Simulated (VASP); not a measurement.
# Hg (I4/mmm) in VASP: a series of runs, part 2 of 2

VASP 6.6.1. The steps go on from the part before.

**4. Single point, PBEsol (strain along c alone, the other axes held: -1.0 %)**

INCAR reads:

```
SYSTEM = Hg
  ALGO = Fast
  EDIFF = 1E-6
  ENCUT = 520
  GGA = PS
  ISIF = 2
  ISMEAR = 0
  LASPH = .TRUE.
  LCHARG = .TRUE.
  LELF = .TRUE.
  LREAL = .FALSE.
  LVHAR = .TRUE.
  LWAVE = .FALSE.
  NBANDS = 19
  NELM = 100
  PREC = Accurate
  SIGMA = 0.1
```

KPOINTS reads:

```
k-points
0
G
  12 12 12
  0 0 0
```

POSCAR reads:

```
Hg
1.0
    3.7807521512      0.0000000000      0.0000000000
    0.0000000000      3.7807521512      0.0000000000
    0.0000000000      0.0000000000      3.3093315658
Hg
2
Direct
    0.0000000000      0.0000000000      0.0000000000
    0.5000000000      0.5000000000      0.5000000000
```

Launch:

```bash
$ cat potpaw_PBE.64/Hg/POTCAR > POTCAR
$ mpirun -np 1 vasp_std > vasp.out
```

Wall time 90 s (1 thread of Intel Xeon 6975P-C, shared host); peak memory 0.26 GiB.

It converged, with:

- Free energy: -1.1092 eV
- Pressure: 0.6 GPa
- Band gap on the k mesh: zero (band 12 reaches 5.31 eV, above the bottom of band 13 at 0.78 eV)

Levels at points of the mesh, in eV from the Fermi level:
| k point | band 10 | band 11 | band 12 | band 13 | band 14 | band 15 |
| --- | --- | --- | --- | --- | --- | --- |
| (0.00, 0.00, 0.00) | -5.64 | -5.51 | 2.85 | 2.90 | 2.90 | 6.20 |
| (0.50, 0.00, 0.00) | -6.24 | -5.12 | -5.12 | 7.39 | 7.39 | 7.75 |
| (0.50, 0.50, 0.00) | -5.50 | -1.76 | -1.76 | -1.68 | -1.68 | 11.37 |
| (0.00, 0.00, 0.50) | -6.38 | -3.97 | -3.97 | 6.87 | 6.87 | 8.40 |
| (0.50, 0.00, 0.50) | -5.46 | -1.13 | -1.13 | -0.77 | -0.77 | 8.89 |
| (0.50, 0.50, 0.50) | -5.90 | -0.48 | -0.48 | 2.93 | 2.93 | 3.87 |

Caveat: the cell differs from its parent crystal (strain along c alone, the other axes held: -1.0 %); the PAW data sets were made with another functional, which shifts forces and pressure a little; spin-orbit coupling is left out, which moves the levels of the heavy elements.

**5. Single point, PBEsol**

This run uses another cell than the first one, of 23.89 Å³/atom, 1.031 times its volume.

INCAR reads:

```
SYSTEM = Hg
PREC = Accurate
ENCUT = 520
EDIFF = 1E-7
ISMEAR = 0
SIGMA = 0.1
LREAL = .False.
LASPH = .True.
NELM = 80
ALGO = Fast
ISIF = 2
LWAVE = .False.
LCHARG = .False.
GGA = PS
NBANDS = 19
```

KPOINTS reads:

```
regular mesh
0
Gamma
  12 12 12
  0 0 0
```

POSCAR: that of step 4 with these lines changed.

```diff
@@ -4,3 +4,3 @@
     0.0000000000      3.7807521512      0.0000000000
-    0.0000000000      0.0000000000      3.3093315658
+    0.0000000000      0.0000000000      3.3427591574
 Hg
```

Potentials or basis: VASP PAW PBE potentials, release 64 (Hg).

Launch:

```bash
$ cat potpaw_PBE.64/Hg/POTCAR > POTCAR
$ mpirun -np 1 vasp_std > vasp.out
```

OUTCAR:

```text
SYSTEM = Hg
   PREC = Accurate
   ENCUT = 520
   EDIFF = 1E-7
   ISMEAR = 0
   LREAL = .False.
   LASPH = .True.
   NELM = 80
   ISIF = 2
   GGA = PS

 ion  position               nearest neighbor table
   1  0.000  0.000  0.000-   2 3.15   2 3.15   2 3.15   2 3.15   2 3.15   2 3.15   2 3.15   2 3.15

   2  0.500  0.500  0.500-   1 3.15   1 3.15   1 3.15   1 3.15   1 3.15   1 3.15   1 3.15   1 3.15

  LATTYP: Found a simple tetragonal cell.
 ALAT       =     3.7807521512
 C/A-ratio  =     0.8841518893

  Lattice vectors:

[... 737 lines left out ...]

  FORCE on cell =-STRESS in cart. coord.  units (eV):
  Direction    XX          YY          ZZ          XY          YZ          ZX
  --------------------------------------------------------------------------------------
  -------------------------------------------------------------------------------------
  Total        0.0803585      0.0803585     -0.0022964      0.0000000      0.0000000      0.0000000
  in kB        2.6945179      2.6945179     -0.0770008      0.0000000      0.0000000      0.0000000
  external PRESSURE =       1.7706783 kB  Pullay stress =       0.0000000 kB

 VOLUME and BASIS-vectors are now :
 -----------------------------------------------------------------------------
  energy-cutoff  :      520.00
  volume of cell :       47.78
      direct lattice vectors                 reciprocal lattice vectors
     3.780752151  0.000000000  0.000000000     0.264497634  0.000000000  0.000000000
     0.000000000  3.780752151  0.000000000     0.000000000  0.264497634  0.000000000
     0.000000000  0.000000000  3.342759157     0.000000000  0.000000000  0.299154068

 POSITION                                       TOTAL-FORCE (eV/Angst)
 -----------------------------------------------------------------------------------
      0.00000      0.00000      0.00000        -0.000000     -0.000000     -0.000000
      1.89038      1.89038      1.67138         0.000000      0.000000      0.000000
 -----------------------------------------------------------------------------------
    total drift:                                0.000000      0.000000      0.000000

  FREE ENERGIE OF THE ION-ELECTRON SYSTEM (eV)
  ---------------------------------------------------
  free  energy   TOTEN  =        -1.1103051092 eV

  energy  without entropy=       -1.1074731702  energy(sigma->0) =       -1.10888914
```

OSZICAR:

```text
N       E                     dE             d eps       ncg     rms          rms(c)
DAV:   1     0.182887063602E+03    0.18289E+03   -0.12562E+04  7512   0.123E+03
DAV:   2     0.299955320431E+01   -0.17989E+03   -0.17090E+03  7715   0.317E+02
DAV:   3    -0.120271215588E+01   -0.42023E+01   -0.41902E+01  8464   0.539E+01
DAV:   4    -0.120911435633E+01   -0.64022E-02   -0.64015E-02  8156   0.207E+00
DAV:   5    -0.120912347854E+01   -0.91222E-05   -0.91220E-05  8275   0.760E-02    0.497E+00
RMM:   6    -0.111896905142E+01    0.90154E-01   -0.18456E-01  7485   0.360E+00    0.380E+00
RMM:   7    -0.111101378387E+01    0.79553E-02   -0.26344E-02  7743   0.106E+00    0.169E+00
RMM:   8    -0.111027468706E+01    0.73910E-03   -0.29554E-03  7810   0.676E-01    0.883E-02
RMM:   9    -0.111029493580E+01   -0.20249E-04   -0.17156E-04  8122   0.115E-01    0.369E-02
RMM:  10    -0.111030585646E+01   -0.10921E-04   -0.45100E-05  7909   0.809E-02    0.110E-02
RMM:  11    -0.111030505940E+01    0.79706E-06   -0.49008E-06  8170   0.195E-02    0.214E-03
RMM:  12    -0.111030510919E+01   -0.49799E-07   -0.19577E-07  5559   0.498E-03
   1 F= -.11103051E+01 E0= -.11088891E+01  d E =-.283194E-02
```

stdout:

```text
POSCAR found type information on POSCAR Hg
 POSCAR found :  1 types and       2 ions
 scaLAPACK will be used
 -----------------------------------------------------------------------------
|                                                                             |
|                                                                             |
|     You enforced a specific xc type in the INCAR file but a different       |
|     I HOPE YOU KNOW WHAT YOU ARE DOING!                                     |
|                                                                             |
 -----------------------------------------------------------------------------

 LDA part: xc-table for (Slater+PW92), standard interpolation
 POSCAR, INCAR and KPOINTS ok, starting setup
 FFT: planning ... GRIDC
 FFT: planning ... GRID_SOFT
 FFT: planning ... GRID
 WAVECAR not read
 entering main loop
```

Run time: 88 s. Hardware: 1 thread of Intel Xeon 6975P-C, shared host; peak memory 0.26 GiB.

What came out:

- Free energy: -1.1103 eV
- Pressure: 0.2 GPa
- Band gap on the k mesh: zero (band 12 reaches 5.22 eV, above the bottom of band 13 at 0.76 eV)

Stress tensor (GPa, compression positive):
```
 0.27  0.00  0.00
 0.00  0.27  0.00
 0.00  0.00 -0.01
```

Caveat: the PAW data sets were made with another functional, which shifts forces and pressure a little; spin-orbit coupling is left out, which moves the levels of the heavy elements.

**6. Summary**

| cell | further INCAR settings | gap on the mesh (eV) | pressure (GPa) |
| --- | --- | --- | --- |
| a = 3.781, b = 3.781, c = 3.242 Å, 2 atoms | ALGO = Fast; EDIFF = 1e-07; NBANDS = 19 | none | 1.5 |
| a = 3.781, b = 3.781, c = 3.276 Å, 2 atoms | ALGO = Fast; EDIFF = 1e-07; NBANDS = 19 | none | 1.1 |
| a = 3.781, b = 3.781, c = 3.309 Å, 2 atoms | ALGO = Fast; EDIFF = 1e-06; NBANDS = 19 | none | 0.6 |
| a = 3.781, b = 3.781, c = 3.343 Å, 2 atoms | ALGO = Fast; EDIFF = 1e-07; NBANDS = 19 | none | 0.2 |

Alike in all rows: task single point; level PBEsol; potentials or basis VASP PAW PBE potentials, release 64 (Hg); no spin polarisation; k mesh 12 × 12 × 12; cutoff (eV) 520; smearing gaussian 0.1 eV.

Caveats: the PAW data sets were made with another functional, which shifts forces and pressure a little; spin-orbit coupling is left out, which moves the levels of the heavy elements.

Total energies depend on the potentials used, so only differences within one code and one set of settings carry meaning.
